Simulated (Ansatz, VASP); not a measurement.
# BaTiO3: VASP beside Ansatz

The input INCAR:

```
PREC = Accurate
ENCUT = 520
EDIFF = 1E-8
ISMEAR = -1
SIGMA = 0.05
LREAL = False
LASPH = True
NELM = 80
ALGO = Normal
ISIF = 2
LWAVE = False
LCHARG = False
GGA = PE
LEFG = True
NBANDS = 28
```

The input KPOINTS:

```
Automatic mesh
0
Gamma
  9 9 9
```

File POSCAR:

```
BaTiO3
1.0
    2.8671710233      1.6840089696      2.3623338393
   -2.7881652917      1.6274556064      2.3057804761
   -0.0094737834     -3.2419326277      2.2850805086
Ba Ti O
1 1 3
Direct
    0.0000000000      0.0000000000      0.0000000000
    0.5140000000      0.5140000000      0.5140000000
    0.4916000000      0.4916000000      0.9815000000
    0.4916000000      0.9815000000      0.4916000000
    0.9815000000      0.4916000000      0.4916000000
```

Input for Ansatz:

```yaml
crystal:
  lattice:
    - [2.8671710233, 1.6840089696, 2.3623338393]
    - [-2.7881652917, 1.6274556064, 2.3057804761]
    - [-0.0094737834, -3.2419326277, 2.2850805086]
  atoms:
    - { symbol: Ba, position: [0.0, 0.0, 0.0] }
    - { symbol: Ti, position: [0.514, 0.514, 0.514] }
    - { symbol: O, position: [0.4916, 0.4916, 0.9815] }
    - { symbol: O, position: [0.4916, 0.9815, 0.4916] }
    - { symbol: O, position: [0.9815, 0.4916, 0.4916] }
kpoints:
  mp_grid: { grid: [9, 9, 9] }
scf:
  occupations: { method: fermi_dirac, width: 0.05 }
hamiltonian:
  xc: pbe
  pseudopotentials: { kind: all_electron, datasets: crystal }
output:
  forces: true
  stress: true
  eigenvalues: true
  efg: { contact_densities: true }
```

Change from the starting cell: equal xy, yz and zx shear strains of +2 %, crystal datasets.

Alike in both runs: task electric field gradients; functional PBE; k mesh 9 × 9 × 9; occupations fermi-dirac, width 0.05 eV; no spin polarisation.

|  | VASP | Ansatz |
| --- | --- | --- |
| version | VASP 6.6.1 | Ansatz 0.2.0 |
| potentials or method | VASP PAW PBE potentials, release 64 (Ba_sv, Ti_sv, O), cutoff 520 eV | all-electron PAW with datasets made for the crystal, scalar-relativistic |

Ansatz gave:

```
gap on the k mesh at the Fermi level (eV)                     : 2.40
pressure (GPa)                                                : 5.2
traceless stress, the component that is largest in VASP (GPa) : -2.06
rms of the force components (eV/Å)                            : 0.144
size of Vzz on the site where it differs most (V/Å²)          : 9.8
```

Q: Which values does VASP return?

A: gap on the k mesh at the Fermi level (eV): 2.35; pressure (GPa): 7.1; traceless stress, the component that is largest in VASP (GPa): -2.14; rms of the force components (eV/Å): 0.161; size of Vzz on the site where it differs most (V/Å²): 10.6.

Atom by atom the forces differ by 0.029 eV/Å (rms over components). Ansatz ran all-electron here, and VASP with PAW potentials.

Spin-orbit coupling is off throughout.
